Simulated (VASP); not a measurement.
**Al3BAs4: relaxation of cell and atoms with PBE**

Crystal: Al3BAs4.

```
B As Al
1.0
    -2.61641    2.61641    5.23281
     2.61641   -2.61641    5.23281
     2.61641    2.61641   -5.23281
B As Al
1 4 3
Direct
  0.00000 0.00000 0.00000
  0.37500 0.37500 0.50000
  0.12500 0.62500 0.00000
  0.87500 0.87500 0.50000
  0.62500 0.12500 0.00000
  0.75000 0.25000 0.50000
  0.50000 0.50000 0.00000
  0.25000 0.75000 0.50000
```

```
Program                : VASP 6.6.1
Task                   : relaxation of cell and atoms
Functional             : PBE
Potentials or basis    : VASP PAW PBE potentials, release 64 (B, As, Al)
Cutoff                 : 600 eV
k mesh                 : 6 × 6 × 6
Occupations            : fermi-dirac, width 0.02 eV
Spin                   : no spin polarisation
Dipole correction      : no
Further INCAR settings : ALGO = Normal; EDIFF = 1e-06; IBRION = 2; EDIFFG = -0.005; NSW = 80; ISIF = 3
```

* Relaxed volume: 20.85 Å³/atom
* Relaxed cell: a = 6.724 Å, b = 6.724 Å, c = 6.724 Å, α = 131.53°, β = 131.53°, γ = 70.97°
* Space group after relaxing (to 0.1 Å): I-42m (No. 121)
* Energy gained by relaxing: 357.0 meV/atom
* Ionic steps: 15
* Pressure after relaxing: 0.0 GPa
* Largest force after relaxing: 0.004 eV/Å
* Band gap on the k mesh: 1.08 eV

Forces on the atoms (eV/Å):
```
B    0.000  0.000  0.000
As   0.000  0.000 -0.004
As   0.000  0.000  0.004
As   0.000  0.000 -0.004
As   0.000  0.000  0.004
Al   0.000  0.000  0.000
Al   0.000  0.000  0.000
Al   0.000  0.000  0.000
```

The path:
```tsv
step	energy change (eV)	largest force (eV/Å)	pressure (GPa)	volume (Å³)
1	0.0000	3.3003	20.38	143.29
2	-1.8043	0.6365	-8.57	195.93
3	-2.3559	1.3032	-2.72	175.51
4	-2.3564	1.3322	-2.43	174.83
5	-2.7065	0.8180	-1.30	170.40
6	-2.8455	0.2154	0.62	165.53
7	-2.8467	0.2043	0.40	165.99
8	-2.8467	0.2029	0.47	165.82
9	-2.8545	0.0941	-0.14	167.13
10	-2.8546	0.0842	-0.23	167.33
11	-2.8561	0.0152	0.06	166.70
12	-2.8561	0.0159	0.06	166.72
13	-2.8561	0.0072	-0.02	166.89
14	-2.8561	0.0070	-0.02	166.88
15	-2.8562	0.0038	0.00	166.83
```

Final structure:
```yaml
crystal:
  lattice:
    - [-2.76005, 2.76005, 5.47490]
    - [2.76005, -2.76005, 5.47490]
    - [2.76005, 2.76005, -5.47490]
  atoms:
    - { symbol: B, position: [0.00000, 0.00000, 0.00000] }
    - { symbol: As, position: [0.33562, 0.33562, 0.44146] }
    - { symbol: As, position: [0.10584, 0.66438, 0.00000] }
    - { symbol: As, position: [0.89416, 0.89416, 0.55854] }
    - { symbol: As, position: [0.66438, 0.10584, 0.00000] }
    - { symbol: Al, position: [0.75000, 0.25000, 0.50000] }
    - { symbol: Al, position: [0.50000, 0.50000, 0.00000] }
    - { symbol: Al, position: [0.25000, 0.75000, 0.50000] }
```

Levels at points of the mesh, in eV from the valence-band top:
| k point | band 12 | band 13 | band 14 | band 15 | band 16 | band 17 | band 18 | band 19 | band 20 | band 21 |
| --- | --- | --- | --- | --- | --- | --- | --- | --- | --- | --- |
| (0.00, 0.00, 0.00) | -2.31 | -2.31 | -0.10 | 0.00 | 0.00 | 1.08 | 1.46 | 2.36 | 3.40 | 3.40 |
| (0.50, 0.00, 0.00) | -2.14 | -1.98 | -1.88 | -1.24 | -1.03 | 2.83 | 3.16 | 3.43 | 3.55 | 3.73 |
| (0.50, 0.50, 0.00) | -1.32 | -1.21 | -0.92 | -0.79 | -0.66 | 1.33 | 2.23 | 2.65 | 3.60 | 3.86 |
| (0.50, 0.50, 0.50) | -2.24 | -1.70 | -1.70 | -1.26 | -1.26 | 1.40 | 1.40 | 1.83 | 2.08 | 2.20 |

Wall time 16 min on 1 thread of Intel(R) Xeon(R) 6975P-C (Granite Rapids) (shared host), peak memory 0.47 GiB.

Caveat: the volume moved by over 15 % at a fixed basis, so the end points are rough. A k mesh can miss the band edges.
